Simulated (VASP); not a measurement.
PbS, 2 atoms in the cell. The structure is cubic, space group Fm-3m (No. 225). The conventional cell has a = 5.931 Å, b = 5.931 Å, c = 5.931 Å, α = 90.00°, β = 90.00°, γ = 90.00°. Within 3.9 Å of Pb (site symmetry m-3m) lie 6 S at 2.97 Å. S (site symmetry m-3m) has 6 Pb at 2.97 Å within 3.9 Å. 

* Program: VASP 6.6.1
* Task: relaxation of cell and atoms
* Functional: PBEsol
* Potentials or basis: VASP PAW PBE potentials, release 64 (Pb_d, S)
* Cutoff: 600 eV
* k mesh: 8 × 8 × 8
* Occupations: fermi-dirac, width 0.1 eV
* Spin: no spin polarisation
* Dipole correction: no
* Further INCAR settings: ALGO = Normal; EDIFF = 1e-06; IBRION = 2; EDIFFG = -0.01; NSW = 60; ISIF = 3

Potentials or basis: VASP PAW PBE potentials, release 64 (Pb_d, S).

The run is started by

```bash
$ cat potpaw_PBE.64/Pb_d/POTCAR potpaw_PBE.64/S/POTCAR > POTCAR
$ mpirun -np 1 vasp_std > vasp.out
```

Hardware: 1 thread of Intel(R) Xeon(R) Platinum 8259CL CPU @ 2.50GHz (Skylake/Cascade Lake), with other jobs on the host.

Question: How long does it take, and how much memory?

Answer: Wall time 54 s on 1 thread of Intel(R) Xeon(R) Platinum 8259CL CPU @ 2.50GHz (Skylake/Cascade Lake) (shared host), peak memory 0.21 GiB. Counts: scf iterations 26, k points 29, ion steps 3.
